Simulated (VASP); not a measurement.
A run of VASP 6.6.1:

File INCAR:

```
SYSTEM = Mn2RuN3
PREC = Accurate
ENCUT = 520
EDIFF = 1E-6
ISMEAR = 0
SIGMA = 0.1
LREAL = .False.
LASPH = .True.
NELM = 150
ALGO = Normal
ISIF = 2
LWAVE = .False.
LCHARG = .True.
ISPIN = 2
MAGMOM = 4 4 1 0 0 0
LORBIT = 11
LMAXMIX = 4
GGA = PE
LELF = .True.
LVHAR = .True.
NBANDS = 40
```

KPOINTS

```
regular mesh
0
Gamma
  6 6 2
  0 0 0
```

The input POSCAR:

```
Mn2RuN3
1.0
    3.7644253438      0.0000000000      0.0000000000
   -1.8822126719      3.2600879784      0.0000000000
    0.0000000000      0.0000000000      7.0959322927
Mn Ru N
2 1 3
Direct
    0.3333333333      0.6666666667      0.5000000000
    0.3333333333      0.6666666667      0.0000000000
    0.6666666667      0.3333333333      0.5000000000
    0.3333333333      0.6666666667      0.2550801404
    0.3333333333      0.6666666667      0.7449198596
    0.6666666667      0.3333333333      0.0000000000
```

Potentials or basis: VASP PAW PBE potentials, release 64 (Mn_pv, Ru_pv, N).

The run is started by

```bash
$ cat potpaw_PBE.64/Mn_pv/POTCAR potpaw_PBE.64/Ru_pv/POTCAR potpaw_PBE.64/N/POTCAR > POTCAR
$ mpirun -np 1 vasp_std > vasp.out
```

Hardware: 1 thread of AMD EPYC 7R13 Processor (Zen 3), with other jobs on the host.

Problem. How long does it take, and how much memory?

Solution. It took 3.2 min on 1 thread of AMD EPYC 7R13 Processor (Zen 3), on a shared host, peak memory 0.24 GiB. Counts: scf iterations 37, k points 14.
